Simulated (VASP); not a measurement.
# HfN (Fm-3m) in VASP: a series of runs

Runs on HfN. Level: PBEsol. Tasks: relaxation of cell and atoms, single point.

All numbers are computed with VASP 6.6.1; they aren't measurements. Logs are shortened: lines on timing, memory, paths and dates and some standing lists are left out, and cuts for length are marked.

## 1. The cell of the first run

Symmetry: Fm-3m, No. 225, cubic system. Conventional cell: a = 4.505 Å, b = 4.505 Å, c = 4.505 Å, α = 90.00°, β = 90.00°, γ = 90.00°. Hf (site symmetry m-3m) has 6 N at 2.25 Å within 3.0 Å. Within 3.0 Å of N (site symmetry m-3m) lie 6 Hf at 2.25 Å.

## 2. Relaxation of cell and atoms, PBEsol

INCAR

```
SYSTEM = HfN
PREC     = Accurate       ! precision mode
ENCUT    = 600            ! plane-wave cutoff, eV
EDIFF    = 1E-6           ! SCF threshold, eV
ISMEAR   = 0              ! smearing method
SIGMA    = 0.1            ! smearing width, eV
LREAL    = .False.        ! projectors in reciprocal space
LASPH    = .True.         ! aspherical terms in the spheres
NELM     = 100            ! most SCF steps
ALGO     = Normal         ! electronic algorithm
ISIF     = 3              ! what is computed and relaxed
LWAVE    = .False.        ! write WAVECAR
LCHARG   = .False.        ! write CHGCAR
GGA      = PS             ! functional
IBRION   = 2              ! ionic algorithm
NSW      = 100            ! ionic steps
EDIFFG   = -0.005         ! ionic threshold
```

KPOINTS

```
regular mesh
0
Gamma
  16 16 16
  0 0 0
```

POSCAR

```
HfN
1.0
    0.0000000000      2.2524490518      2.2524490518
    2.2524490518      0.0000000000      2.2524490518
    2.2524490518      2.2524490518      0.0000000000
Hf N
1 1
Direct
    0.5000000000      0.5000000000      0.5000000000
    0.0000000000      0.0000000000      0.0000000000
```

Potentials or basis: VASP PAW PBE potentials, release 64 (Hf_pv, N).

Command:

```console
$ cat potpaw_PBE.64/Hf_pv/POTCAR potpaw_PBE.64/N/POTCAR > POTCAR
$ mpirun -np 1 vasp_std > vasp.out
```

OUTCAR:

```text
SYSTEM = HfN
   PREC = Accurate
   ENCUT = 600
   EDIFF = 1E-6
   ISMEAR = 0
   LREAL = .False.
   LASPH = .True.
   NELM = 100
   ISIF = 3
   GGA = PS
   IBRION = 2
   NSW = 100
   EDIFFG = -0.005

 ion  position               nearest neighbor table
   1  0.500  0.500  0.500-   2 2.25   2 2.25   2 2.25   2 2.25   2 2.25   2 2.25
   2  0.000  0.000  0.000-   1 2.25   1 2.25   1 2.25   1 2.25   1 2.25   1 2.25

  LATTYP: Found a face centered cubic cell.
 ALAT       =     4.5048981036

  Lattice vectors:

 A1 = (   0.0000000000,   2.2524490518,   2.2524490518)
 A2 = (   2.2524490518,   0.0000000000,   2.2524490518)
 A3 = (   2.2524490518,   2.2524490518,   0.0000000000)

Analysis of symmetry for initial positions (statically):
=====================================================================
 Subroutine PRICEL returns:
 Original cell was already a primitive cell.

 Routine SETGRP: Setting up the symmetry group for a
 face centered cubic supercell.

 Subroutine GETGRP returns: Found 48 space group operations
 (whereof 48 operations were pure point group operations)
 out of a pool of 48 trial point group operations.

The static configuration has the point symmetry O_h .

Analysis of symmetry for dynamics (positions and initial velocities):
=====================================================================
 Subroutine PRICEL returns:
 Original cell was already a primitive cell.

 Routine SETGRP: Setting up the symmetry group for a
 face centered cubic supercell.

 Subroutine GETGRP returns: Found 48 space group operations
 (whereof 48 operations were pure point group operations)
 out of a pool of 48 trial point group operations.

The dynamic configuration has the point symmetry O_h .

 Subroutine INISYM returns: Found 48 space group operations
 (whereof 48 operations are pure point group operations),
 and found     1 'primitive' translations

----------------------------------------------------------------------------------------

                                     Primitive cell

  volume of cell :      22.8557

  direct lattice vectors                    reciprocal lattice vectors
     0.000000000  2.252449052  2.252449052    -0.221980604  0.221980604  0.221980604
     2.252449052  0.000000000  2.252449052     0.221980604 -0.221980604  0.221980604
     2.252449052  2.252449052  0.000000000     0.221980604  0.221980604 -0.221980604

  length of vectors
     3.185443998  3.185443998  3.185443998     0.384481684  0.384481684  0.384481684

  position of ions in fractional coordinates (direct lattice)
     0.500000000  0.500000000  0.500000000
     0.000000000  0.000000000  0.000000000

  ion indices of the primitive-cell ions
   primitive index   ion index
                 1           1
                 2           2

----------------------------------------------------------------------------------------

 KPOINTS: regular mesh

Automatic generation of k-mesh.
 Grid dimensions read from file:
 generate k-points for:   16   16   16

 Generating k-lattice:

  Cartesian coordinates                     Fractional coordinates (reciprocal lattice)
    -0.013873788  0.013873788  0.013873788     0.062500000  0.000000000  0.000000000
     0.013873788 -0.013873788  0.013873788     0.000000000  0.062500000  0.000000000
     0.013873788  0.013873788 -0.013873788     0.000000000  0.000000000  0.062500000

  Length of vectors
     0.024030105  0.024030105  0.024030105

  Shift w.r.t. Gamma in fractional coordinates (k-lattice)
     0.000000000  0.000000000  0.000000000

 Subroutine IBZKPT returns following result:
 ===========================================

 Found    145 irreducible k-points:

 Following reciprocal coordinates:
            Coordinates               Weight
  0.000000  0.000000  0.000000      1.000000
  0.062500  0.000000  0.000000      8.000000
  0.125000  0.000000  0.000000      8.000000
  0.187500  0.000000  0.000000      8.000000
  0.250000  0.000000  0.000000      8.000000
  0.312500  0.000000  0.000000      8.000000
[... 16 lines left out ...]
 -0.125000  0.062500  0.000000     24.000000
 -0.062500  0.062500  0.000000     12.000000
 [... further k-points ...]
   k-points           NKPTS =    145   k-points in BZ     NKDIM =    145   number of bands    NBANDS=     11
   number of dos      NEDOS =    301   number of ions     NIONS =      2
   total plane-waves  NPLWV =  21952
   dimension x,y,z NGX =    28 NGY =   28 NGZ =   28
   dimension x,y,z NGXF=    56 NGYF=   56 NGZF=   56
   ions per type =               1   1
   NGX,Y,Z   is equivalent  to a cutoff of  14.61, 14.61, 14.61 a.u.
   NGXF,Y,Z  is equivalent  to a cutoff of  29.23, 29.23, 29.23 a.u.
 SYSTEM =  HfN
   PREC   = accura    normal or accurate (medium, high low for compatibility)
   ISTART =      0    job   : 0-new  1-cont  2-samecut
   ICHARG =      2    charge: 1-file 2-atom 10-const
   ISPIN  =      1    spin polarized calculation?
   LNONCOLLINEAR =      F non collinear calculations
   LSORBIT =      F    spin-orbit coupling
   LASPH  =      T    aspherical Exc in radial PAW
   ENCUT  =  600.0 eV  44.10 Ry    6.64 a.u.   6.36  6.36  6.36*2*pi/ulx,y,z
   NELM   =    100;   NELMIN=  2; NELMDL= -5     # of ELM steps
   EDIFF  = 0.1E-05   stopping-criterion for ELM
   LREAL  =      F    real-space projection
   EDIFFG = -.5E-02   stopping-criterion for IOM
   NSW    =    100    number of steps for IOM
   IBRION =      2    ionic relax: 0-MD 1-quasi-New 2-CG
   NFREE  =      1    steps in history (QN), initial steepest desc. (CG)
   ISIF   =      3    stress and relaxation
   ISYM   =      2    0-nonsym 1-usesym 2-fastsym
   POTIM  = 0.5000    time-step for ionic-motion
   TEBEG  =    0.0;   TEEND  =   0.0 temperature during run
   PSTRESS=    0.0 pullay stress
   NELECT =      15.0000    total number of electrons
   NUPDOWN=      -1.0000    fix difference up-down
   EMIN   =  10.00;   EMAX   =-10.00  energy-range for DOS
   EFERMI =   0.00;   METHOD = LEGACY
   ISMEAR =     0;   SIGMA  =   0.10  broadening in eV -4-tet -1-fermi 0-gaus
   EFERMI_NEDOS =   21; number of points for ismear=-14 and -15
   IALGO  =     38    algorithm
   IMIX   =      4    mixing-type and parameters
     AMIX     =   0.40;   BMIX     =  1.00
     AMIX_MAG =   1.60;   BMIX_MAG =  1.00
  volume/ion in A,a.u.               =      11.43        77.12
  Fermi-wavevector in a.u.,A,eV,Ry     =   1.422679  2.688474 27.538406  2.024016
  Thomas-Fermi vector in A             =   2.543357
   LORBIT       =      0    0 simple, 1 ext, 2 COOP (PROOUT), +10 PAW based schemes
   GGA     = PS    functional components
   LHFCALC =     F    Hartree Fock is set to
   AEXX    =    0.0000 exact exchange contribution
   IVDW    =     0    specifies the selected vdW correction
   LEPSILON=     F    determine dielectric tensor
   LRPA    =     F    only Hartree local field effects (RPA)
 conjugate gradient relaxation of ions
 non-spin polarized calculation
 Gauss-broadening in eV      SIGMA  =   0.10
  energy-cutoff  :      600.00
  volume of cell :       22.86
 maximum number of plane-waves:       778
 NGX is ok and might be reduce to    28
   NGX = 13   NGY = 13   NGZ = 13

--------------------------------------- Ionic step        1  -------------------------------------------

 number of electron      15.0000002 magnetization

 Free energy of the ion-electron system (eV)
  ---------------------------------------------------
  ext. energy  EPLUGINS =         0.00000000
  ---------------------------------------------------
  free energy    TOTEN  =       -22.99615570 eV

  energy without entropy =      -22.99320050  energy(sigma->0) =      -22.99467810

------------------------ aborting loop because EDIFF is reached ----------------------------------------

  FORCE on cell =-STRESS in cart. coord.  units (eV):
  Direction    XX          YY          ZZ          XY          YZ          ZX
  --------------------------------------------------------------------------------------
  -------------------------------------------------------------------------------------
  Total       -0.4160977     -0.4160977     -0.4160977      0.0000000     -0.0000000     -0.0000000
  in kB      -29.1682898    -29.1682898    -29.1682898      0.0000000     -0.0000000     -0.0000000
  external PRESSURE =     -29.1682898 kB  Pullay stress =       0.0000000 kB

 VOLUME and BASIS-vectors are now :
 -----------------------------------------------------------------------------
  energy-cutoff  :      600.00
  volume of cell :       22.86
      direct lattice vectors                 reciprocal lattice vectors
     0.000000000  2.252449052  2.252449052    -0.221980604  0.221980604  0.221980604
     2.252449052  0.000000000  2.252449052     0.221980604 -0.221980604  0.221980604
     2.252449052  2.252449052  0.000000000     0.221980604  0.221980604 -0.221980604
[... 37 lines left out ...]
 POSITION                                       TOTAL-FORCE (eV/Angst)
 -----------------------------------------------------------------------------------
      2.22984      2.22984      2.22984         0.000000      0.000000     -0.000000
      2.22984      4.45968      2.22984        -0.000000     -0.000000      0.000000
 -----------------------------------------------------------------------------------
    total drift:                                0.000000      0.000000      0.000000

  FREE ENERGIE OF THE ION-ELECTRON SYSTEM (eV)
  ---------------------------------------------------
  free  energy   TOTEN  =       -22.9898697044 eV

  energy  without entropy=      -22.9869446966  energy(sigma->0) =      -22.98840720

--------------------------------------- Ionic step        3  -------------------------------------------

 number of electron      15.0000002 magnetization

 Free energy of the ion-electron system (eV)
  ---------------------------------------------------
  ext. energy  EPLUGINS =         0.00000000
  ---------------------------------------------------
  free energy    TOTEN  =       -22.99829220 eV

  energy without entropy =      -22.99534818  energy(sigma->0) =      -22.99682019

 E-fermi :   8.3591     XC(G=0): -12.9929

 val. band max:        8.3468477787   @ k =  -0.4375   0.3125   0.1250
 cond. band min:       8.3600414273   @ k =  -0.1250   0.0625   0.0000
 fundamental gap:      0.0131936486
 Fermi energy:         8.3590887742

 k-point     1 :       0.0000    0.0000    0.0000
  band No.  band energies     occupation
      1     -22.6191      2.00000
      2     -22.6191      2.00000
      3     -22.6191      2.00000
      4      -9.1835      2.00000
      5       5.3624      2.00000
      6       5.3624      2.00000
      7       5.3624      2.00000
      8       7.9845      2.00000
      9       7.9845      2.00000
     10       7.9845      2.00000
     11      10.3622      0.00000

 k-point     2 :       0.0625    0.0000    0.0000
  band No.  band energies     occupation
      1     -22.6632      2.00000
      2     -22.6227      2.00000
      3     -22.6227      2.00000
      4      -9.0877      2.00000
      5       4.9463      2.00000
      6       5.1154      2.00000
      7       5.1154      2.00000
      8       8.1054      1.99967
      9       8.1244      1.99910
     10       8.1244      1.99910
     11      10.6535      0.00000
[... 295 lines left out ...]
 k-point    24 :      -0.0625    0.0625    0.0000
  band No.  band energies     occupation
      1     -22.7242      2.00000
      2     -22.6452      2.00000
      3     -22.6210      2.00000
      4      -8.9343      2.00000
      5       4.3207      2.00000
      6       4.6693      2.00000
      7       4.9944      2.00000
      8       8.1626      1.99454
      9       8.1632      1.99441
     10       8.6220      0.00020
     11      10.5155      0.00000

 [... further k-points ...]
[... 5 lines left out ...]
  --------------------------------------------------------------------------------------
  -------------------------------------------------------------------------------------
  Total       -0.0018356     -0.0018356     -0.0018356      0.0000000      0.0000000      0.0000000
  in kB       -0.1299916     -0.1299916     -0.1299916      0.0000000      0.0000000      0.0000000
  external PRESSURE =      -0.1299916 kB  Pullay stress =       0.0000000 kB

 VOLUME and BASIS-vectors are now :
 -----------------------------------------------------------------------------
  energy-cutoff  :      600.00
  volume of cell :       22.62
      direct lattice vectors                 reciprocal lattice vectors
     0.000000000  2.244835631  2.244835631    -0.222733457  0.222733457  0.222733457
     2.244835631  0.000000000  2.244835631     0.222733457 -0.222733457  0.222733457
     2.244835631  2.244835631 -0.000000000     0.222733457  0.222733457 -0.222733457

 POSITION                                       TOTAL-FORCE (eV/Angst)
 -----------------------------------------------------------------------------------
      2.24484      2.24484      2.24484         0.000000      0.000000      0.000000
      0.00000      0.00000      0.00000        -0.000000     -0.000000     -0.000000
 -----------------------------------------------------------------------------------
    total drift:                                0.000000      0.000000      0.000000

  FREE ENERGIE OF THE ION-ELECTRON SYSTEM (eV)
  ---------------------------------------------------
  free  energy   TOTEN  =       -22.9982922028 eV

  energy  without entropy=      -22.9953481797  energy(sigma->0) =      -22.99682019

 reached required accuracy - stopping structural energy minimisation
```

It took 52 s on 1 thread of AMD EPYC 9R45 (Zen 5), shared host; peak memory 0.17 GiB.

What came out:

- Free energy: -22.9983 eV
- Relaxed volume: 11.31 Å³/atom
- Relaxed cell: a = 3.175 Å, b = 3.175 Å, c = 3.175 Å, α = 60.00°, β = 60.00°, γ = 60.00°
- Space group after relaxing (to 0.05 Å): Fm-3m (No. 225)
- Energy gained by relaxing: 1.1 meV/atom
- Ionic steps: 3
- Pressure after relaxing: 0.0 GPa

Step by step:
```tsv
step	energy change (eV)	largest force (eV/Å)	pressure (GPa)	volume (Å³)
1	0.0000	0.0000	-2.92	22.86
2	0.0063	0.0000	6.13	22.17
3	-0.0021	0.0000	-0.01	22.62
```

Final structure:
```xyz
2
Lattice="0.0000 2.2448 2.2448 2.2448 0.0000 2.2448 2.2448 2.2448 0.0000" Properties=species:S:1:pos:R:3 pbc="T T T"
Hf    2.2448    2.2448    2.2448
N     0.0000    0.0000    0.0000
```

Levels at points of the mesh, in eV from the Fermi level:
```csv
k point,band 4,band 5,band 6,band 7,band 8,band 9,band 10,band 11
"(0.00, 0.00, 0.00)",-17.54,-3.00,-3.00,-3.00,-0.37,-0.37,-0.37,2.00
"(0.50, 0.00, 0.00)",-14.66,-9.01,-6.26,-6.26,3.39,3.82,3.82,4.51
"(0.50, 0.50, 0.00)",-16.42,-5.38,-3.92,-3.66,-3.66,4.20,5.70,5.72
```

Caveat: the PAW data sets were made with another functional, which shifts forces and pressure a little; spin-orbit coupling is left out, which moves the levels of the heavy elements.

(Part 1 of 2 ends here.)
